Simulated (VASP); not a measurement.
# MoS2 (P6_3/mmc) in VASP: notebook

MoS2 is run at these levels: PBE; tasks: single point.

All numbers are computed with VASP 6.6.1; they aren't measurements. Logs are shortened: lines on timing, memory, paths and dates and some standing lists are left out, and cuts for length are marked.

**What was measured.**

From “Multiwavelength excitation Raman Scattering Analysis of bulk and 2 dimensional MoS2: Vibrational properties of atomically thin MoS2 layers”, 2015, arxiv:1506.03228, for a bulk crystal of MoS2 at 300 K: band gap 1.3 eV (indirect).

How close the calculation comes is told below.

## Step 1: The cell of the first run

The structure is hexagonal, space group P6_3/mmc (No. 194). Conventional cell: a = 3.169 Å, b = 3.169 Å, c = 12.324 Å, α = 90.00°, β = 90.00°, γ = 120.00°. Mo (site symmetry -6m2) has 6 S at 2.41 Å and 6 Mo at 3.17 Å within 3.2 Å. Within 3.2 Å of S (site symmetry 3m) lie 3 Mo at 2.41 Å and 7 S at 3.13 to 3.17 Å.

## Step 2: Single point, PBE, collinear spin, ferromagnetic start

INCAR reads:

```
SYSTEM = MoS2
PREC = Accurate
ENCUT = 520
EDIFF = 1E-6
ISMEAR = -1
SIGMA = 0.02
LREAL = .False.
LASPH = .True.
NELM = 150
ALGO = Normal
ISIF = 2
LWAVE = .False.
LCHARG = .False.
ISPIN = 2
MAGMOM = 2 2 0 0 0 0
LORBIT = 11
LMAXMIX = 4
GGA = PE
NBANDS = 39
```

KPOINTS reads:

```
regular mesh
0
Gamma
  8 8 2
  0 0 0
```

POSCAR reads:

```
MoS2
1.0
    3.1689980500      0.0000000000      0.0000000000
   -1.5844990200      2.7444328200      0.0000000000
    0.0000000000      0.0000000000     12.3240000000
Mo S
2 4
Direct
    0.3333333300      0.6666666700      0.2500000000
    0.6666666700      0.3333333300      0.7500000000
    0.3333333300      0.6666666700      0.6230000000
    0.6666666700      0.3333333300      0.1230000000
    0.3333333300      0.6666666700      0.8770000000
    0.6666666700      0.3333333300      0.3770000000
```

Potentials or basis: VASP PAW PBE potentials, release 64 (Mo_sv, S).

Started as:

```console
$ cat potpaw_PBE.64/Mo_sv/POTCAR potpaw_PBE.64/S/POTCAR > POTCAR
$ mpirun -np 1 vasp_std > vasp.out
```

OUTCAR:

```text
SYSTEM = MoS2
   PREC = Accurate
   ENCUT = 520
   EDIFF = 1E-6
   ISMEAR = -1
   LREAL = .False.
   LASPH = .True.
   NELM = 150
   ISIF = 2
   ISPIN = 2
   LORBIT = 11
   GGA = PE

 ion  position               nearest neighbor table
   1  0.333  0.667  0.250-   4 2.41   6 2.41   4 2.41   6 2.41   4 2.41   6 2.41
   2  0.667  0.333  0.750-   3 2.41   5 2.41   3 2.41   5 2.41   3 2.41   5 2.41
   3  0.333  0.667  0.623-   2 2.41   2 2.41   2 2.41
   4  0.667  0.333  0.123-   1 2.41   1 2.41   1 2.41
   5  0.333  0.667  0.877-   2 2.41   2 2.41   2 2.41
   6  0.667  0.333  0.377-   1 2.41   1 2.41   1 2.41

  LATTYP: Found a hexagonal cell.
 ALAT       =     3.1689980500
 C/A-ratio  =     3.8889263438

  Lattice vectors:

 A1 = (   3.1689980500,   0.0000000000,   0.0000000000)
 A2 = (  -1.5844990200,   2.7444328200,   0.0000000000)
 A3 = (   0.0000000000,   0.0000000000,  12.3240000000)

Analysis of symmetry for initial positions (statically):
=====================================================================
 Subroutine PRICEL returns:
 Original cell was already a primitive cell.

 Routine SETGRP: Setting up the symmetry group for a
 hexagonal supercell.

 Subroutine GETGRP returns: Found 24 space group operations
 (whereof 12 operations were pure point group operations)
 out of a pool of 24 trial point group operations.

The static configuration has the point symmetry D_3d.
 The point group associated with its full space group is D_6h.

Analysis of symmetry for dynamics (positions and initial velocities):
=====================================================================
 Subroutine PRICEL returns:
 Original cell was already a primitive cell.

 Routine SETGRP: Setting up the symmetry group for a
 hexagonal supercell.

 Subroutine GETGRP returns: Found 24 space group operations
 (whereof 12 operations were pure point group operations)
 out of a pool of 24 trial point group operations.

The dynamic configuration has the point symmetry D_3d.
 The point group associated with its full space group is D_6h.

Analysis of structural, dynamic, and magnetic symmetry:
=====================================================================
 Subroutine PRICEL returns:
 Original cell was already a primitive cell.

 Routine SETGRP: Setting up the symmetry group for a
 hexagonal supercell.

 Subroutine GETGRP returns: Found 24 space group operations
 (whereof 12 operations were pure point group operations)
 out of a pool of 24 trial point group operations.

The overall configuration has the point symmetry D_3d.
 The point group associated with its full space group is D_6h.

 Subroutine INISYM returns: Found 24 space group operations
 (whereof 12 operations are pure point group operations),
 and found     1 'primitive' translations

----------------------------------------------------------------------------------------

                                     Primitive cell

  volume of cell :     107.1831

  direct lattice vectors                    reciprocal lattice vectors
     3.168998050  0.000000000  0.000000000     0.315557152  0.182187006  0.000000000
    -1.584499020  2.744432820  0.000000000     0.000000000  0.364374013  0.000000000
     0.000000000  0.000000000 12.324000000     0.000000000  0.000000000  0.081142486

  length of vectors
     3.168998050  3.168998051 12.324000000     0.364374013  0.364374013  0.081142486

  position of ions in fractional coordinates (direct lattice)
     0.333333330  0.666666670  0.250000000
     0.666666670  0.333333330  0.750000000
     0.333333330  0.666666670  0.623000000
     0.666666670  0.333333330  0.123000000
     0.333333330  0.666666670  0.877000000
     0.666666670  0.333333330  0.377000000

  ion indices of the primitive-cell ions
   primitive index   ion index
                 1           1
                 2           2
                 3           3
                 4           4
                 5           5
                 6           6

[... 28 lines left out ...]
  0.000000  0.000000  0.000000      1.000000
  0.125000 -0.000000  0.000000      6.000000
  0.250000 -0.000000  0.000000      6.000000
  0.375000  0.000000  0.000000      6.000000
  0.500000 -0.000000  0.000000      3.000000
  0.125000  0.125000  0.000000      6.000000
[... 12 lines left out ...]
  0.250000  0.250000  0.500000      6.000000
  0.375000  0.250000  0.500000      6.000000
   k-points           NKPTS =     20   k-points in BZ     NKDIM =     20   number of bands    NBANDS=     39
   number of dos      NEDOS =    301   number of ions     NIONS =      6
   total plane-waves  NPLWV =  55296
   dimension x,y,z NGX =    24 NGY =   24 NGZ =   96
   dimension x,y,z NGXF=    48 NGYF=   48 NGZF=  192
   ions per type =               2   4
   NGX,Y,Z   is equivalent  to a cutoff of  12.59, 12.59, 12.95 a.u.
   NGXF,Y,Z  is equivalent  to a cutoff of  25.18, 25.18, 25.90 a.u.
 SYSTEM =  MoS2
   PREC   = accura    normal or accurate (medium, high low for compatibility)
   ISTART =      0    job   : 0-new  1-cont  2-samecut
   ICHARG =      2    charge: 1-file 2-atom 10-const
   ISPIN  =      2    spin polarized calculation?
   LNONCOLLINEAR =      F non collinear calculations
   LSORBIT =      F    spin-orbit coupling
   LASPH  =      T    aspherical Exc in radial PAW
   ENCUT  =  520.0 eV  38.22 Ry    6.18 a.u.   5.89  5.89 22.91*2*pi/ulx,y,z
   NELM   =    150;   NELMIN=  2; NELMDL= -5     # of ELM steps
   EDIFF  = 0.1E-05   stopping-criterion for ELM
   LREAL  =      F    real-space projection
   EDIFFG = 0.1E-04   stopping-criterion for IOM
   NSW    =      0    number of steps for IOM
   IBRION =     -1    ionic relax: 0-MD 1-quasi-New 2-CG
   NFREE  =      0    steps in history (QN), initial steepest desc. (CG)
   ISIF   =      2    stress and relaxation
   ISYM   =      2    0-nonsym 1-usesym 2-fastsym
   POTIM  = 0.5000    time-step for ionic-motion
   TEBEG  =    0.0;   TEEND  =   0.0 temperature during run
   PSTRESS=    0.0 pullay stress
   NELECT =      52.0000    total number of electrons
   NUPDOWN=      -1.0000    fix difference up-down
   EMIN   =  10.00;   EMAX   =-10.00  energy-range for DOS
   EFERMI =   0.00;   METHOD = LEGACY
   ISMEAR =    -1;   SIGMA  =   0.02  broadening in eV -4-tet -1-fermi 0-gaus
   EFERMI_NEDOS =   21; number of points for ismear=-14 and -15
   IALGO  =     38    algorithm
   IMIX   =      4    mixing-type and parameters
     AMIX     =   0.40;   BMIX     =  1.00
     AMIX_MAG =   1.60;   BMIX_MAG =  1.00
  volume/ion in A,a.u.               =      17.86       120.55
  Fermi-wavevector in a.u.,A,eV,Ry     =   1.286374  2.430894 22.514344  1.654758
  Thomas-Fermi vector in A             =   2.418452
   LORBIT       =     11    0 simple, 1 ext, 2 COOP (PROOUT), +10 PAW based schemes
   GGA     = PE    functional components
   LHFCALC =     F    Hartree Fock is set to
   AEXX    =    0.0000 exact exchange contribution
   IVDW    =     0    specifies the selected vdW correction
   LEPSILON=     F    determine dielectric tensor
   LRPA    =     F    only Hartree local field effects (RPA)
 spin polarized calculation
  energy-cutoff  :      520.00
  volume of cell :      107.18
 maximum number of plane-waves:      2914
 NGX is ok and might be reduce to    24
   NGX = 11   NGY = 11   NGZ = 45

 number of electron      51.9999997 magnetization       0.0004276

 Free energy of the ion-electron system (eV)
  ---------------------------------------------------
  ext. energy  EPLUGINS =         0.00000000
  ---------------------------------------------------
  free energy    TOTEN  =       -43.61360067 eV

  energy without entropy =      -43.61360067  energy(sigma->0) =      -43.61360067

 E-fermi :   7.9763     XC(G=0): -10.8173

 val. band max:        7.4843039607   @ k =   0.0000   0.0000   0.0000
 cond. band min:       8.4782630559   @ k =   0.2500   0.1250   0.0000
 fundamental gap:      0.9939590953
 Fermi energy:         7.9762710441

 spin component 1

 k-point     1 :       0.0000    0.0000    0.0000
  band No.  band energies     occupation
      1     -54.0205      1.00000
      2     -54.0205      1.00000
      3     -28.1695      1.00000
      4     -28.1694      1.00000
      5     -27.9503      1.00000
      6     -27.9503      1.00000
[... 809 lines left out ...]
     37      15.1798      0.00000
     38      15.1798      0.00000
 Fermi energy:         7.9762710441

 spin component 2

 k-point     1 :       0.0000    0.0000    0.0000
  band No.  band energies     occupation
      1     -54.0206      1.00000
      2     -54.0206      1.00000
      3     -28.1695      1.00000
      4     -28.1694      1.00000
      5     -27.9503      1.00000
      6     -27.9503      1.00000
[... 809 lines left out ...]
     37      15.1799      0.00000
     38      15.1799      0.00000
 [bands above 38 left out]

------------------------ aborting loop because EDIFF is reached ----------------------------------------

  FORCE on cell =-STRESS in cart. coord.  units (eV):
  Direction    XX          YY          ZZ          XY          YZ          ZX
  --------------------------------------------------------------------------------------
  -------------------------------------------------------------------------------------
  Total        1.1692257      1.1692257      1.4088135      0.0000000     -0.0000000      0.0000000
  in kB       17.4776349     17.4776349     21.0590040      0.0000000     -0.0000000      0.0000000
  external PRESSURE =      18.6714246 kB  Pullay stress =       0.0000000 kB

 VOLUME and BASIS-vectors are now :
 -----------------------------------------------------------------------------
  energy-cutoff  :      520.00
  volume of cell :      107.18
      direct lattice vectors                 reciprocal lattice vectors
     3.168998050  0.000000000  0.000000000     0.315557152  0.182187006  0.000000000
    -1.584499020  2.744432820  0.000000000     0.000000000  0.364374013  0.000000000
     0.000000000  0.000000000 12.324000000     0.000000000  0.000000000  0.081142486

 POSITION                                       TOTAL-FORCE (eV/Angst)
 -----------------------------------------------------------------------------------
     -0.00000      1.82962      3.08100         0.000000     -0.000000      0.000000
      1.58450      0.91481      9.24300        -0.000000      0.000000      0.000000
     -0.00000      1.82962      7.67785         0.000000      0.000000      0.077546
      1.58450      0.91481      1.51585         0.000000      0.000000      0.077546
     -0.00000      1.82962     10.80815         0.000000     -0.000000     -0.077546
      1.58450      0.91481      4.64615         0.000000     -0.000000     -0.077546
 -----------------------------------------------------------------------------------
    total drift:                               -0.000014      0.000008     -0.000000

  FREE ENERGIE OF THE ION-ELECTRON SYSTEM (eV)
  ---------------------------------------------------
  free  energy   TOTEN  =       -43.6136006733 eV

  energy  without entropy=      -43.6136006733  energy(sigma->0) =      -43.61360067

 total charge

# of ion       s       p       d       tot
------------------------------------------
    1        2.290   6.219   3.944  12.454
    2        2.290   6.219   3.944  12.454
    3        1.365   2.339   0.000   3.703
    4        1.365   2.339   0.000   3.703
    5        1.365   2.339   0.000   3.703
    6        1.365   2.339   0.000   3.703
--------------------------------------------------
tot         10.040  21.793   7.888  39.721

 magnetization (x)

# of ion       s       p       d       tot
------------------------------------------
    1        0.000  -0.000  -0.000  -0.000
    2        0.000  -0.000  -0.000  -0.000
    3       -0.000   0.000   0.000   0.000
    4       -0.000   0.000   0.000   0.000
    5       -0.000   0.000   0.000   0.000
    6       -0.000   0.000   0.000   0.000
--------------------------------------------------
tot          0.000   0.000  -0.000  -0.000
```

It took 100 s on 1 thread of AMD EPYC 9R45 (Zen 5), shared host; peak memory 0.29 GiB.

Results:

* Free energy: -43.6136 eV
* Pressure: 1.9 GPa
* Largest force: 0.078 eV/Å
* Band gap on the k mesh: 0.99 eV, indirect (least direct gap 1.94 eV)
* Net moment: 0.00 μB per cell
* Valence electrons inside the program's atomic spheres: Mo 12.45; S 3.70

Forces in eV/Å, atoms in the order of the input:
```
Mo   0.000  0.000  0.000
Mo   0.000  0.000  0.000
S    0.000  0.000  0.078
S    0.000  0.000  0.078
S    0.000  0.000 -0.078
S    0.000  0.000 -0.078
```

Stress tensor (GPa, compression positive):
```
1.75 0.00 0.00
0.00 1.75 0.00
0.00 0.00 2.11
```

Caveat: this functional lacks dispersion, which binds the layers, so the pressure and a relaxed spacing across them are unreliable.

## Step 3: Single point, PBE, collinear spin, ferromagnetic start

INCAR reads:

```
ALGO     = Normal         # electronic algorithm
EDIFF    = 1E-6           # SCF threshold, eV
ENCUT    = 520            # plane-wave cutoff, eV
GGA      = PE             # functional
ISIF     = 2              # what is computed and relaxed
ISMEAR   = -1             # smearing method
ISPIN    = 2              # spin polarisation
LASPH    = T              # aspherical terms in the spheres
LCHARG   = T              # write CHGCAR
LELF     = T              # ELF
LMAXMIX  = 4              # l up to which the mixer works
LORBIT   = 11             # projections on sites
LREAL    = F              # projectors in reciprocal space
LVHAR    = T            
LWAVE    = F              # write WAVECAR
MAGMOM   = 2 2 0 0 0 0    # initial moments
NBANDS   = 39             # bands
NELM     = 150            # most SCF steps
PREC     = Accurate       # precision mode
SIGMA    = 0.02           # smearing width, eV
```

KPOINTS reads:

```
k-points
0
Gamma
  8 8 2
```

POSCAR is that of step 2.

Potentials or basis: VASP PAW PBE potentials, release 64 (Mo_sv, S).

Started as:

```console
$ cat potpaw_PBE.64/Mo_sv/POTCAR potpaw_PBE.64/S/POTCAR > POTCAR
$ mpirun -np 1 vasp_std > vasp.out
```

Run time: 1.7 min. Hardware: 1 thread of AMD EPYC 9R45 (Zen 5), shared host; peak memory 0.3 GiB.

The run converged. Its results:

```
Free energy                                           : -43.6136 eV
Pressure                                              : 1.9 GPa
Largest force                                         : 0.078 eV/Å
Band gap on the k mesh                                : 0.99 eV, indirect (least direct gap 1.94 eV)
Net moment                                            : 0.00 μB per cell
Valence electrons inside the program's atomic spheres : Mo 12.45; S 3.70
```

Forces in eV/Å, atoms in the order of the input:
```
Mo   0.000  0.000  0.000
Mo   0.000  0.000  0.000
S    0.000  0.000  0.078
S    0.000  0.000  0.078
S    0.000  0.000 -0.078
S    0.000  0.000 -0.078
```

Stress tensor (GPa, compression positive):
```
1.75 0.00 0.00
0.00 1.75 0.00
0.00 0.00 2.11
```

Levels at points of the mesh, in eV from the valence-band top:
Spin up:
| k point | band 23 | band 24 | band 25 | band 26 | band 27 | band 28 | band 29 | band 30 |
| --- | --- | --- | --- | --- | --- | --- | --- | --- |
| (0.00, 0.00, 0.00) | -2.12 | -1.18 | -1.14 | 0.00 | 2.11 | 2.11 | 2.14 | 2.14 |
| (0.50, 0.00, 0.00) | -1.72 | -1.52 | -1.39 | -1.27 | 1.61 | 1.66 | 2.01 | 2.27 |
| (0.00, 0.00, 0.50) | -2.14 | -2.14 | -0.26 | -0.26 | 2.11 | 2.11 | 2.11 | 2.11 |
| (0.50, 0.00, 0.50) | -1.62 | -1.62 | -1.32 | -1.32 | 1.63 | 1.63 | 2.15 | 2.15 |
Spin down:
```
           k point  band 23  band 24  band 25  band 26  band 27  band 28  band 29  band 30
(0.00, 0.00, 0.00)    -2.12    -1.18    -1.14     0.00     2.11     2.11     2.14     2.14
(0.50, 0.00, 0.00)    -1.72    -1.52    -1.39    -1.27     1.61     1.66     2.01     2.27
(0.00, 0.00, 0.50)    -2.14    -2.14    -0.26    -0.26     2.11     2.11     2.11     2.11
(0.50, 0.00, 0.50)    -1.62    -1.62    -1.32    -1.32     1.63     1.63     2.15     2.15
```

Caveat: this functional lacks dispersion, which binds the layers, so the pressure and a relaxed spacing across them are unreliable.

(Part 1 of 2 ends here.)
